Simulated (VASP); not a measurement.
Wanted: the native input for a VASP 6.6.1 run.

* Task: single point
* Functional: BLYP
* Potentials or basis: VASP PAW PBE potentials, release 64 (Cu, O)
* Cutoff: 520 eV
* k mesh: 10 × 10 × 5
* Occupations: fermi-dirac, width 0.05 eV
* Spin: no spin polarisation
* Dipole correction: no
* Further INCAR settings: ALGO = Normal; EDIFF = 1e-07; NBANDS = 25

The structure of CuO (Tenorite) lies in POSCAR:

```
CuO
1.0
    2.2940437287     -1.6763657078      0.0000000000
    2.2940437287      1.6763657078      0.0000000000
   -0.8326750593      0.0000000000      4.9546185987
Cu O
2 2
Direct
    0.5000000000      0.0000000000      0.5000000000
    0.0000000000      0.5000000000      0.0000000000
    0.4184000000      0.5816000000      0.7500000000
    0.5816000000      0.4184000000      0.2500000000
```

The input as run:

INCAR

```
PREC = Accurate ; ENCUT = 520
EDIFF = 1E-7 ; ISMEAR = -1
SIGMA = 0.05 ; LREAL = F
LASPH = T ; NELM = 100
ALGO = Normal ; ISIF = 2
LWAVE = F ; LCHARG = F
GGA = B5 ; ALDAX = 1.0
AGGAX = 1.0 ; AGGAC = 1.0
ALDAC = 0.0 ; NBANDS = 25
```

KPOINTS

```
regular mesh
0
Gamma
  10 10 5
```

Potentials or basis: VASP PAW PBE potentials, release 64 (Cu, O).

Launch:

```bash
$ cat potpaw_PBE.64/Cu/POTCAR potpaw_PBE.64/O/POTCAR > POTCAR
$ mpirun -np 1 vasp_std > vasp.out
```

Results of the run:

- Pressure: 27.9 GPa
- Largest force: 0.052 eV/Å
- Band gap on the k mesh: zero (band 17 reaches 7.20 eV, above the bottom of band 18 at 6.61 eV)

Caveat: the PAW data sets were made with another functional, which shifts forces and pressure a little; semilocal functionals often make such compounds metallic where correlation or magnetic order opens a gap, which also shifts bond lengths.

It took 86 s on 1 thread of Intel(R) Xeon(R) Platinum 8375C CPU @ 2.90GHz (Ice Lake), on a shared host, peak memory 0.24 GiB.
